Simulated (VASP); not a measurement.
# MgO (Fm-3m) in VASP: relaxation of cell and atoms with LDA

Aim: the relaxation of cell and atoms of MgO with LDA.

Program: VASP 6.6.1. These are calculated values, not measurements. Logs are shortened: lines on timing, memory, paths and dates and some standing lists are left out, and cuts for length are marked.

### 1 The cell of the first run

Symmetry: Fm-3m, No. 225, cubic system. The conventional cell has a = 4.220 Å, b = 4.220 Å, c = 4.220 Å, α = 90.00°, β = 90.00°, γ = 90.00°. Within 2.8 Å of Mg (site symmetry m-3m) lie 6 O at 2.11 Å. O (site symmetry m-3m) has 6 Mg at 2.11 Å within 2.8 Å.

### 2 Relaxation of cell and atoms, LDA

File INCAR:

```
PREC = Accurate
ENCUT = 840
EDIFF = 1E-7
ISMEAR = 0
SIGMA = 0.02
LREAL = False
LASPH = True
NELM = 120
ALGO = Normal
ISIF = 3
LWAVE = False
LCHARG = False
GGA = CA
IBRION = 2
NSW = 100
EDIFFG = -0.002
GGA_COMPAT = False
NELMIN = 4
```

File KPOINTS:

```
regular mesh
0
Gamma
  10 10 10
```

File POSCAR:

```
MgO
1.0
    0.0000000000      2.1100000000      2.1100000000
    2.1100000000      0.0000000000      2.1100000000
    2.1100000000      2.1100000000      0.0000000000
Mg O
1 1
Direct
    0.0000000000      0.0000000000      0.0000000000
    0.5000000000      0.5000000000      0.5000000000
```

Potentials or basis: VASP PAW LDA potentials, release 64 (Mg_sv, O).

Launch:

```bash
> cat potpaw_LDA.64/Mg_sv/POTCAR potpaw_LDA.64/O/POTCAR > POTCAR
> mpirun -np 1 vasp_std > vasp.out
```

OUTCAR:

```text
PREC = Accurate
   ENCUT = 840
   EDIFF = 1E-7
   ISMEAR = 0
   LREAL = False
   LASPH = True
   NELM = 120
   ISIF = 3
   GGA = CA
   IBRION = 2
   NSW = 100
   EDIFFG = -0.002
   NELMIN = 4

 ion  position               nearest neighbor table
   1  0.000  0.000  0.000-   2 2.11   2 2.11   2 2.11   2 2.11   2 2.11   2 2.11
   2  0.500  0.500  0.500-   1 2.11   1 2.11   1 2.11   1 2.11   1 2.11   1 2.11

  LATTYP: Found a face centered cubic cell.
 ALAT       =     4.2200000000

  Lattice vectors:

 A1 = (   0.0000000000,   2.1100000000,   2.1100000000)
 A2 = (   2.1100000000,   0.0000000000,   2.1100000000)
 A3 = (   2.1100000000,   2.1100000000,   0.0000000000)

Analysis of symmetry for initial positions (statically):
=====================================================================
 Subroutine PRICEL returns:
 Original cell was already a primitive cell.

 Routine SETGRP: Setting up the symmetry group for a
 face centered cubic supercell.

 Subroutine GETGRP returns: Found 48 space group operations
 (whereof 48 operations were pure point group operations)
 out of a pool of 48 trial point group operations.

The static configuration has the point symmetry O_h .

Analysis of symmetry for dynamics (positions and initial velocities):
=====================================================================
 Subroutine PRICEL returns:
 Original cell was already a primitive cell.

 Routine SETGRP: Setting up the symmetry group for a
 face centered cubic supercell.

 Subroutine GETGRP returns: Found 48 space group operations
 (whereof 48 operations were pure point group operations)
 out of a pool of 48 trial point group operations.

The dynamic configuration has the point symmetry O_h .

 Subroutine INISYM returns: Found 48 space group operations
 (whereof 48 operations are pure point group operations),
 and found     1 'primitive' translations

----------------------------------------------------------------------------------------

                                     Primitive cell

  volume of cell :      18.7879

  direct lattice vectors                    reciprocal lattice vectors
     0.000000000  2.110000000  2.110000000    -0.236966825  0.236966825  0.236966825
     2.110000000  0.000000000  2.110000000     0.236966825 -0.236966825  0.236966825
     2.110000000  2.110000000  0.000000000     0.236966825  0.236966825 -0.236966825

  length of vectors
     2.983990617  2.983990617  2.983990617     0.410438580  0.410438580  0.410438580

  position of ions in fractional coordinates (direct lattice)
     0.000000000  0.000000000  0.000000000
     0.500000000  0.500000000  0.500000000

  ion indices of the primitive-cell ions
   primitive index   ion index
                 1           1
                 2           2

----------------------------------------------------------------------------------------

 KPOINTS: regular mesh

Automatic generation of k-mesh.
 Grid dimensions read from file:
 generate k-points for:   10   10   10

 Generating k-lattice:

  Cartesian coordinates                     Fractional coordinates (reciprocal lattice)
    -0.023696682  0.023696682  0.023696682     0.100000000  0.000000000  0.000000000
     0.023696682 -0.023696682  0.023696682     0.000000000  0.100000000  0.000000000
     0.023696682  0.023696682 -0.023696682     0.000000000  0.000000000  0.100000000

  Length of vectors
     0.041043858  0.041043858  0.041043858

  Shift w.r.t. Gamma in fractional coordinates (k-lattice)
     0.000000000  0.000000000  0.000000000

 Subroutine IBZKPT returns following result:
 ===========================================

 Found     47 irreducible k-points:

 Following reciprocal coordinates:
            Coordinates               Weight
  0.000000  0.000000  0.000000      1.000000
  0.100000  0.000000  0.000000      8.000000
  0.200000  0.000000  0.000000      8.000000
  0.300000  0.000000  0.000000      8.000000
  0.400000  0.000000  0.000000      8.000000
  0.500000  0.000000  0.000000      4.000000
[... 16 lines left out ...]
  0.300000  0.300000  0.000000      6.000000
  0.400000  0.300000  0.000000     24.000000
 [... further k-points ...]
   k-points           NKPTS =     47   k-points in BZ     NKDIM =     47   number of bands    NBANDS=     12
   number of dos      NEDOS =    301   number of ions     NIONS =      2
   total plane-waves  NPLWV =  21952
   dimension x,y,z NGX =    28 NGY =   28 NGZ =   28
   dimension x,y,z NGXF=    56 NGYF=   56 NGZF=   56
   ions per type =               1   1
   NGX,Y,Z   is equivalent  to a cutoff of  15.60, 15.60, 15.60 a.u.
   NGXF,Y,Z  is equivalent  to a cutoff of  31.20, 31.20, 31.20 a.u.
 SYSTEM =  unknown system
   PREC   = accura    normal or accurate (medium, high low for compatibility)
   ISTART =      0    job   : 0-new  1-cont  2-samecut
   ICHARG =      2    charge: 1-file 2-atom 10-const
   ISPIN  =      1    spin polarized calculation?
   LNONCOLLINEAR =      F non collinear calculations
   LSORBIT =      F    spin-orbit coupling
   LASPH  =      T    aspherical Exc in radial PAW
   ENCUT  =  840.0 eV  61.74 Ry    7.86 a.u.   7.05  7.05  7.05*2*pi/ulx,y,z
   NELM   =    120;   NELMIN=  4; NELMDL= -5     # of ELM steps
   EDIFF  = 0.1E-06   stopping-criterion for ELM
   LREAL  =      F    real-space projection
   EDIFFG = -.2E-02   stopping-criterion for IOM
   NSW    =    100    number of steps for IOM
   IBRION =      2    ionic relax: 0-MD 1-quasi-New 2-CG
   NFREE  =      1    steps in history (QN), initial steepest desc. (CG)
   ISIF   =      3    stress and relaxation
   ISYM   =      2    0-nonsym 1-usesym 2-fastsym
   POTIM  = 0.5000    time-step for ionic-motion
   TEBEG  =    0.0;   TEEND  =   0.0 temperature during run
   PSTRESS=    0.0 pullay stress
   NELECT =      16.0000    total number of electrons
   NUPDOWN=      -1.0000    fix difference up-down
   EMIN   =  10.00;   EMAX   =-10.00  energy-range for DOS
   EFERMI =   0.00;   METHOD = LEGACY
   ISMEAR =     0;   SIGMA  =   0.02  broadening in eV -4-tet -1-fermi 0-gaus
   EFERMI_NEDOS =   21; number of points for ismear=-14 and -15
   IALGO  =     38    algorithm
   IMIX   =      4    mixing-type and parameters
     AMIX     =   0.40;   BMIX     =  1.00
     AMIX_MAG =   1.60;   BMIX_MAG =  1.00
  volume/ion in A,a.u.               =       9.39        63.39
  Fermi-wavevector in a.u.,A,eV,Ry     =   1.551752  2.932386 32.761943  2.407935
  Thomas-Fermi vector in A             =   2.656226
   LORBIT       =      0    0 simple, 1 ext, 2 COOP (PROOUT), +10 PAW based schemes
   GGA     = CA    functional components
   LHFCALC =     F    Hartree Fock is set to
   AEXX    =    0.0000 exact exchange contribution
   IVDW    =     0    specifies the selected vdW correction
   LEPSILON=     F    determine dielectric tensor
   LRPA    =     F    only Hartree local field effects (RPA)
 conjugate gradient relaxation of ions
 non-spin polarized calculation
 Gauss-broadening in eV      SIGMA  =   0.02
  energy-cutoff  :      840.00
  volume of cell :       18.79
 maximum number of plane-waves:      1056
   NGX = 15   NGY = 15   NGZ = 15

--------------------------------------- Ionic step        1  -------------------------------------------

 number of electron      15.9999995 magnetization

 Free energy of the ion-electron system (eV)
  ---------------------------------------------------
  ext. energy  EPLUGINS =         0.00000000
  ---------------------------------------------------
  free energy    TOTEN  =       -13.22107094 eV

  energy without entropy =      -13.22107094  energy(sigma->0) =      -13.22107094

------------------------ aborting loop because EDIFF is reached ----------------------------------------

  FORCE on cell =-STRESS in cart. coord.  units (eV):
  Direction    XX          YY          ZZ          XY          YZ          ZX
  --------------------------------------------------------------------------------------
  -------------------------------------------------------------------------------------
  Total       -0.7487184     -0.7487184     -0.7487184      0.0000000      0.0000000      0.0000000
  in kB      -63.8486483    -63.8486483    -63.8486483      0.0000000      0.0000000      0.0000000
  external PRESSURE =     -63.8486483 kB  Pullay stress =       0.0000000 kB
[... 57 lines left out ...]
  energy  without entropy=      -13.2332977577  energy(sigma->0) =      -13.23329776

--------------------------------------- Ionic step        3  -------------------------------------------

 number of electron      15.9999995 magnetization

 Free energy of the ion-electron system (eV)
  ---------------------------------------------------
  ext. energy  EPLUGINS =         0.00000000
  ---------------------------------------------------
  free energy    TOTEN  =       -13.23574567 eV

  energy without entropy =      -13.23574567  energy(sigma->0) =      -13.23574567

 E-fermi :   3.0490     XC(G=0): -12.1063

 val. band max:        2.8252227183   @ k =   0.0000   0.0000   0.0000
 cond. band min:       7.8236816085   @ k =   0.0000   0.0000   0.0000
 fundamental gap:      4.9984588902
 Fermi energy:         3.0490311944

 k-point     1 :       0.0000    0.0000    0.0000
  band No.  band energies     occupation
      1     -68.4034      2.00000
      2     -35.8597      2.00000
      3     -35.8597      2.00000
      4     -35.8597      2.00000
      5     -14.3356      2.00000
      6       2.8252      2.00000
      7       2.8252      2.00000
      8       2.8252      2.00000
      9       7.8237      0.00000
     10      18.5364      0.00000
     11      18.5364      0.00000
     12      18.5364      0.00000
[... 331 lines left out ...]
 k-point    24 :       0.4000    0.3000    0.0000
  band No.  band energies     occupation
      1     -68.3914      2.00000
      2     -35.9329      2.00000
      3     -35.8889      2.00000
      4     -35.8859      2.00000
      5     -12.9535      2.00000
      6      -0.8966      2.00000
      7       1.4537      2.00000
      8       1.6859      2.00000
      9      12.5089      0.00000
     10      12.9430      0.00000
     11      16.5183      0.00000
     12      21.1310      0.00000

 [... further k-points ...]

------------------------ aborting loop because EDIFF is reached ----------------------------------------

  FORCE on cell =-STRESS in cart. coord.  units (eV):
  Direction    XX          YY          ZZ          XY          YZ          ZX
  --------------------------------------------------------------------------------------
  -------------------------------------------------------------------------------------
  Total       -0.0003555     -0.0003555     -0.0003555      0.0000000     -0.0000000      0.0000000
  in kB       -0.0315237     -0.0315237     -0.0315237      0.0000000     -0.0000000      0.0000000
  external PRESSURE =      -0.0315237 kB  Pullay stress =       0.0000000 kB
[... 17 lines left out ...]
  FREE ENERGIE OF THE ION-ELECTRON SYSTEM (eV)
  ---------------------------------------------------
  free  energy   TOTEN  =       -13.2357456748 eV

  energy  without entropy=      -13.2357456748  energy(sigma->0) =      -13.23574567

 reached required accuracy - stopping structural energy minimisation
```

Run time: 33 s. Hardware: 1 thread of AMD EPYC 7R13 (Zen 3), shared host; peak memory 0.12 GiB.

What came out:

* Free energy: -13.2357 eV
* Relaxed volume: 9.04 Å³/atom
* Relaxed cell: a = 2.946 Å, b = 2.946 Å, c = 2.946 Å, α = 60.00°, β = 60.00°, γ = 60.00°
* Space group after relaxing (to 0.1 Å): Fm-3m (No. 225)
* Energy gained by relaxing: 7.3 meV/atom
* Ionic steps: 3
* Pressure after relaxing: 0.0 GPa
* Band gap on the k mesh: 5.00 eV

Step by step:
```csv
step,energy change (eV),largest force (eV/Å),pressure (GPa),volume (Å³)
1,0.0000,0.0000,-6.38,18.79
2,-0.0122,0.0000,2.84,17.79
3,-0.0147,0.0000,0.00,18.07
```

Final structure:
```cif
data_structure
_symmetry_space_group_name_H-M 'P 1'
_symmetry_Int_Tables_number 1
_cell_length_a 2.9455
_cell_length_b 2.9455
_cell_length_c 2.9455
_cell_angle_alpha 60.000
_cell_angle_beta 60.000
_cell_angle_gamma 60.000
_cell_volume 18.07
loop_
_atom_site_label
_atom_site_type_symbol
_atom_site_fract_x
_atom_site_fract_y
_atom_site_fract_z
_atom_site_occupancy
Mg1 Mg 0.00000 0.00000 0.00000 1
O1 O 0.50000 0.50000 0.50000 1
```
